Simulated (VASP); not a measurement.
Runs of VASP 6.6.1 on Al. The structure is that of space group P6_3/mmc (No. 194), or close to it. The cells are those of the table. This isn't the form of Al at room conditions, which is fcc.

```csv
task,cell,cutoff (eV),gap on the mesh (eV),pressure (GPa)
single point,"a = 2.655, b = 2.655, c = 4.404 Å, angles 90.0, 90.0, 120.0°, 2 atoms",520,none,20.2
single point,"a = 2.714, b = 2.714, c = 4.525 Å, angles 90.0, 90.0, 120.0°, 2 atoms",520,none,(a)
relaxation of cell and atoms,"relaxed to 20 GPa from a = 2.812, b = 2.812, c = 4.867 Å, angles 90.0, 90.0, 120.0°, 2 atoms",600,none,20.0
relaxation of cell and atoms,"relaxed to 10 GPa from a = 2.812, b = 2.812, c = 4.867 Å, angles 90.0, 90.0, 120.0°, 2 atoms",600,none,10.0
relaxation of cell and atoms,"relaxed to 5 GPa from a = 2.812, b = 2.812, c = 4.867 Å, angles 90.0, 90.0, 120.0°, 2 atoms",600,none,4.9
```

Alike in all rows: level LDA; potentials or basis VASP PAW LDA potentials, release 64 (Al); no spin polarisation; k mesh 14 × 14 × 7; smearing fermi-dirac 0.05 eV.

Question: Fill in the values left out.

Answer: (a) 10.1.

Caveats: the cell is relaxed towards a set pressure, so the run minimises the enthalpy, not the energy (at least some runs); the cell stands under pressure (at least some runs).

A gap of «none» marks levels without a gap at the run's occupations.
